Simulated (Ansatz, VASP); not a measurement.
## Two plane-wave programs on Cu6H

INCAR

```
PREC = Accurate
ENCUT = 520
EDIFF = 1E-6
ISMEAR = 0
SIGMA = 0.1
LREAL = F
LASPH = T
NELM = 100
ALGO = Fast
ISIF = 2
LWAVE = F
LCHARG = T
LDIPOL = T
IDIPOL = 3
DIPOL = 0.5 0.5 0.303
GGA = PE
LELF = T
LVHAR = T
LVACPOTAV = T
NBANDS = 80
```

The input KPOINTS:

```
regular mesh
0
Gamma
  5 5 1
```

File POSCAR:

```
Cu6H
1.0
    5.1332392722      0.0000000000      0.0000000000
    0.0000000000      5.1332392722      0.0000000000
    0.0000000000      0.0000000000     21.5289058579
Cu H
12 2
Direct
    0.2500000000      0.2500000000      0.1857967157
    0.2500000000      0.7500000000      0.1857967157
    0.7500000000      0.2500000000      0.1857967157
    0.7500000000      0.7500000000      0.1857967157
    0.0000000000      0.0000000000      0.2677566944
    0.0000000000      0.5000000000      0.2677566944
    0.5000000000      0.0000000000      0.2677566944
    0.5000000000      0.5000000000      0.2677566944
    0.2500000000      0.2500000000      0.3497114952
    0.2500000000      0.7500000000      0.3497114952
    0.7500000000      0.2500000000      0.3497114952
    0.7500000000      0.7500000000      0.3497114952
    0.1769467133      1.0000000000      0.5169285393
    0.3230532867      1.0000000000      0.5169285393
```

Input for Ansatz:

```yaml
crystal:
  lattice:
    - [5.1332392722, 0.0, 0.0]
    - [0.0, 5.1332392722, 0.0]
    - [0.0, 0.0, 21.5289058579]
  atoms:
    - { symbol: Cu, position: [0.25, 0.25, 0.1857967157] }
    - { symbol: Cu, position: [0.25, 0.75, 0.1857967157] }
    - { symbol: Cu, position: [0.75, 0.25, 0.1857967157] }
    - { symbol: Cu, position: [0.75, 0.75, 0.1857967157] }
    - { symbol: Cu, position: [0.0, 0.0, 0.2677566944] }
    - { symbol: Cu, position: [0.0, 0.5, 0.2677566944] }
    - { symbol: Cu, position: [0.5, 0.0, 0.2677566944] }
    - { symbol: Cu, position: [0.5, 0.5, 0.2677566944] }
    - { symbol: Cu, position: [0.25, 0.25, 0.3497114952] }
    - { symbol: Cu, position: [0.25, 0.75, 0.3497114952] }
    - { symbol: Cu, position: [0.75, 0.25, 0.3497114952] }
    - { symbol: Cu, position: [0.75, 0.75, 0.3497114952] }
    - { symbol: H, position: [0.1769467133, 1.0, 0.5169285393] }
    - { symbol: H, position: [0.3230532867, 1.0, 0.5169285393] }
basis:
  ecutwfc: 420
kpoints:
  mp_grid: { grid: [5, 5, 1] }
hamiltonian:
  xc: pbe
scf:
  occupations: { method: gaussian, width: 0.1 }
output:
  forces: true
  eigenvalues: true
efield:
  axis: 3
  dipole_correction: true
  ramp_width: 0.04
```

Alike in both runs: task single point; functional PBE; k mesh 5 × 5 × 1; occupations gaussian, width 0.1 eV; no spin polarisation.

```csv
,VASP,Ansatz
version,VASP 6.6.1,Ansatz 0.2.0
potentials or method,"VASP PAW PBE potentials, release 64 (Cu, H), cutoff 520 eV","scalar-relativistic, plane waves, PAW"
valence electrons in the cell,134,230
```

|  | VASP | Ansatz | Ansatz less VASP |
| --- | --- | --- | --- |
| gap on the k mesh at the Fermi level (eV) | none | none | - |
| rms of the force components (eV/Å) | 0.014 | 0.005 | -0.0091 |
| work function, face that differs most (eV) | 4.49 | 4.52 | +0.024 |

Atom by atom the forces differ by 0.012 eV/Å (rms over components). A gap of «none» marks a metal or a gap that the smearing closes. With one functional, cell and mesh, what is left measures potentials, basis and numerics. VASP's potentials hold 134 valence electrons a cell and Ansatz's 230, so a difference there can come from the potentials and not from the codes.
